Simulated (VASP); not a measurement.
A run of VASP 6.6.1:

Contents of INCAR:

```
SYSTEM = Ir
PREC = Accurate
ENCUT = 500
EDIFF = 1E-6
ISMEAR = -1
SIGMA = 0.05
LREAL = .False.
LASPH = .True.
NELM = 120
ALGO = Normal
ISIF = 2
LWAVE = .False.
LCHARG = .False.
GGA = RE
NBANDS = 10
GGA_COMPAT = .False.
```

KPOINTS

```
regular mesh
0
Gamma
  13 13 13
  0 0 0
```

POSCAR

```
Ir
1.0
    0.0000000000      1.9156000000      1.9156000000
    1.9156000000      0.0000000000      1.9156000000
    1.9156000000      1.9156000000      0.0000000000
Ir
1
Direct
    0.0000000000      0.0000000000      0.0000000000
```

Potentials or basis: VASP PAW PBE potentials, release 64 (Ir).

Run with:

```console
$ cat potpaw_PBE.64/Ir/POTCAR > POTCAR
$ mpirun -np 1 vasp_std > vasp.out
```

Hardware: 1 thread of Intel Xeon 8259CL (shared host).

Question: How long does it take, and how much memory?

Answer: Wall time 14 s on 1 thread of Intel Xeon 8259CL, with other jobs on the host, peak memory 0.13 GiB. Counts: scf iterations 11, k points 84.
